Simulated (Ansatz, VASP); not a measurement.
Two plane-wave programs on Co

```
Co
1.0
     2.29559    0.00000    0.00000
     0.00000    2.29559    0.00000
     0.00000    0.00000    2.29559
Co
1
Cartesian
  0.0000 0.0000 0.0000
```

Alike in both runs: functional PBEsol; k mesh 14 × 14 × 14; occupations fermi-dirac, width 0.05 eV; collinear spin.

Ansatz relaxed the structure, and its values are those at the end. VASP's run is a single point on that final structure, the one shown.

|  | VASP | Ansatz |
| --- | --- | --- |
| version | VASP 6.6.1 | Ansatz 0.2.0 |
| potentials or method | VASP PAW PBE potentials, release 64 (Co), cutoff 520 eV | plane waves (420 eV) with PAW, scalar-relativistic |
| valence electrons in the cell | 9 | 17 |

Ansatz gave:

```
pressure (GPa)                                                : 0.0
net moment per atom (μB)                                      : 1.77
size of the moment on the site where the two differ most (μB) : 1.77
```

Problem. Estimate VASP's values.

Solution. Pressure (GPa): -0.9; net moment per atom (μB): 1.76; size of the moment on the site where the two differ most (μB): 1.76.

VASP's potentials were made for PBE, not for PBEsol, and Ansatz warns of the same on its side. Site moments also hang on the region over which each program counts them. VASP's potentials hold 9 valence electrons a cell and Ansatz's 17, so a difference there can come from the potentials and not from the codes.
